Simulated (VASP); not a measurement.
Crystal: SnSe.

```
CELL_PARAMETERS angstrom
11.42000 0.00000 0.00000
0.00000 4.19000 0.00000
0.00000 0.00000 4.46000
ATOMIC_POSITIONS crystal
Sn 0.12300 0.25000 0.09100
Sn 0.37700 0.75000 0.59100
Sn 0.62300 0.25000 0.40900
Sn 0.87700 0.75000 0.90900
Se 0.35700 0.25000 0.01600
Se 0.14300 0.75000 0.51600
Se 0.85700 0.25000 0.48400
Se 0.64300 0.75000 0.98400
```

```yaml
Program: VASP 6.6.1
Task: relaxation of cell and atoms
Functional: PBE
Dispersion: D3(BJ)
Potentials_or_basis: VASP PAW PBE potentials, release 64 (Sn_d, Se)
Cutoff: 600 eV
k_mesh: 2 × 6 × 4
Occupations: gaussian, width 0.05 eV
Spin: no spin polarisation
```

At the start: pressure 0.3 GPa; volume 26.68 Å³/atom.

**Question.** Where does the relaxation end?

**Answer.** Over 9 steps the energy falls by 6.7 meV/atom and the volume is 26.21 Å³/atom (-1.7 %); space group Pnma (No. 62, to 0.1 Å) before and after.

Step by step:
```
step  energy change (eV)  largest force (eV/Å)  pressure (GPa)  volume (Å³)
   1              0.0000                0.2967            0.26       213.41
   2             -0.0389                0.0709           -0.43       214.69
   3             -0.0393                0.0566           -0.38       214.57
   4             -0.0440                0.0815           -0.04       212.71
   5             -0.0441                0.1130            0.39       210.68
   6             -0.0447                0.1015            0.23       211.56
   7             -0.0482                0.0805            0.20       211.16
   8             -0.0536                0.0314            0.13       209.94
   9             -0.0538                0.0249            0.14       209.68
```

Final structure:
```
Sn Se
1.0
    11.52531    0.00000    0.00000
     0.00000    4.19293    0.00000
     0.00000    0.00000    4.33890
Sn Se
4 4
Direct
  0.11947 0.25000 0.08768
  0.38053 0.75000 0.58768
  0.61947 0.25000 0.41232
  0.88053 0.75000 0.91232
  0.35759 0.25000 0.02072
  0.14241 0.75000 0.52072
  0.85759 0.25000 0.47928
  0.64241 0.75000 0.97928
```
